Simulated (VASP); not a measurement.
A run of VASP 6.6.1 is set up as follows.

POSCAR

```
AlN
1.0
    2.9513590734      0.0000000000      0.0000000000
   -1.4756795367      2.5559519332      0.0000000000
    0.0000000000      0.0000000000      4.7296619702
Al N
2 2
Direct
    0.3333333333      0.6666666667     -0.0037165980
    0.6666666667      0.3333333333      0.4962834020
    0.3333333333      0.6666666667      0.3787165980
    0.6666666667      0.3333333333      0.8787165980
```

Contents of INCAR.step1:

```
SYSTEM = AlN
  ALGO = Normal
  EDIFF = 1E-5
  ENCUT = 520
  GGA = PE
  ISIF = 2
  ISMEAR = 0
  LASPH = .TRUE.
  LCHARG = .FALSE.
  LREAL = .FALSE.
  LWAVE = .TRUE.
  NBANDS = 16
  NELM = 80
  PREC = Accurate
  SIGMA = 0.01
```

File INCAR.step2:

```
SYSTEM = AlN
  ALGO = Normal
  EDIFF = 1E-6
  ENCUT = 520
  GGA = PE
  HFSCREEN = 0.2079
  ISIF = 2
  ISMEAR = 0
  ISTART = 1
  LASPH = .TRUE.
  LCHARG = .FALSE.
  LHFCALC = .TRUE.
  LREAL = .FALSE.
  LWAVE = .FALSE.
  NBANDS = 16
  NELM = 80
  PREC = Accurate
  PRECFOCK = Normal
  SIGMA = 0.01
```

The input KPOINTS:

```
k-points
0
G
  6 6 4
  0 0 0
```

Potentials or basis: VASP PAW PBE potentials, release 64 (Al, N).

Run with:

```bash
$ cat potpaw_PBE.64/Al/POTCAR potpaw_PBE.64/N/POTCAR > POTCAR
$ cp INCAR.step1 INCAR
$ mpirun -np 1 vasp_std > vasp.out
$ cp INCAR.step2 INCAR
$ mpirun -np 1 vasp_std > vasp.out
```

(1) What does it give for the pressure?

(2) Estimate the largest force.

(3) Estimate the band gap on the k mesh.

## Answers

(1) 42.9 GPa.

(2) 0.005 eV/Å.

(3) 6.45 eV, indirect (least direct gap 7.13 eV).

Caveat: the cell differs from its parent crystal (strain -5.0%); the PAW data sets were made with another functional, which shifts forces and pressure a little.
